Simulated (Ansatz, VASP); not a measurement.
One calculation of Ge, two programs

File INCAR:

```
SYSTEM = Ge
PREC = Accurate ; ENCUT = 520
EDIFF = 1E-7 ; ISMEAR = 0
SIGMA = 0.1 ; LREAL = .False.
LASPH = .True. ; NELM = 60
ALGO = Normal ; ISIF = 2
LWAVE = .False. ; LCHARG = .True.
LDIPOL = .True. ; IDIPOL = 3
DIPOL = 0.5 0.5 0.500 ; GGA = PE
IVDW = 12 ; LELF = .True.
LVHAR = .True. ; LVACPOTAV = .True.
NBANDS = 21
```

The input KPOINTS:

```
Automatic mesh
0
Gamma
  12 12 1
  0 0 0
```

The input POSCAR:

```
Ge
1.0
    3.9010000000      0.0000000000      0.0000000000
   -1.9505000000      3.3783651002      0.0000000000
    0.0000000000      0.0000000000     28.0000000000
Ge
2
Direct
    0.3333333333      0.6666666667      0.5052321429
    0.6666666667      0.3333333333      0.4947678571
```

Input for Ansatz:

```yaml
crystal:
  lattice:
    - [3.901, 0.0, 0.0]
    - [-1.9505, 3.3783651002, 0.0]
    - [0.0, 0.0, 28.0]
  atoms:
    - { symbol: Ge, position: [0.3333333333, 0.6666666667, 0.5052321429] }
    - { symbol: Ge, position: [0.6666666667, 0.3333333333, 0.4947678571] }
  periodic: [true, true, false]
basis:
  ecutwfc: 420
kpoints:
  mp_grid: { grid: [12, 12, 1] }
hamiltonian:
  xc: pbe
  pseudopotentials: { kind: paw, azcp: { folder: soft_1 } }
  dispersion: d3bj
scf:
  occupations: { method: gaussian, width: 0.1 }
output:
  forces: true
  stress: true
  eigenvalues: true
  write_density: true
  write_potential: true
  elf: true
  volumetric_format: npy
```

Alike in both runs: task single point; functional PBE; dispersion D3(BJ); k mesh 12 × 12 × 1; occupations gaussian, width 0.1 eV; no spin polarisation.

|  | VASP | Ansatz |
| --- | --- | --- |
| version | VASP 6.6.1 | Ansatz 0.2.0 |
| potentials or method | VASP PAW PBE potentials, release 64 (Ge_d), cutoff 520 eV | scalar-relativistic, plane waves, PAW |
| valence electrons in the cell | 28 | 28 |

Ansatz gave:

```
gap on the k mesh at the Fermi level (eV)  : none
rms of the force components (eV/Å)         : 0.422
work function, face that differs most (eV) : 4.35
```

Question: Which values does VASP return?

Answer: gap on the k mesh at the Fermi level (eV): none; rms of the force components (eV/Å): 0.417; work function, face that differs most (eV): 4.35.

Atom by atom the forces differ by 0.005 eV/Å (rms over components). A gap of «none» marks a metal or a gap that the smearing closes. Ansatz's warnings: xc potential rough in thin density.
